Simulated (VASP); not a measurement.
Here is a VASP 6.6.1 calculation.

File INCAR:

```
PREC = Accurate
ENCUT = 520
EDIFF = 1E-6
ISMEAR = 0
SIGMA = 0.1
LREAL = False
LASPH = True
NELM = 80
ALGO = Normal
ISIF = 2
LWAVE = False
LCHARG = False
GGA = PS
NBANDS = 10
```

KPOINTS

```
Automatic mesh
0
Gamma
  12 12 12
```

File POSCAR:

```
K
1.0
    0.0000000000      3.2869961105      3.2869961105
    3.2869961105      0.0000000000      3.2869961105
    3.2869961105      3.2869961105      0.0000000000
K
1
Direct
    0.0000000000      0.0000000000      0.0000000000
```

Potentials or basis: VASP PAW PBE potentials, release 64 (K_sv).

Run with:

```bash
$ cat potpaw_PBE.64/K_sv/POTCAR > POTCAR
$ mpirun -np 1 vasp_std > vasp.out
```

Question: Estimate the pressure.

Answer: 0.0 GPa.

Question: Estimate the band gap on the k mesh.

Answer: Zero (an odd number of electrons rules out a gap without spin polarisation).

Caveat: the cell differs from its parent crystal (strained); the PAW data sets were made with another functional, which shifts forces and pressure a little.
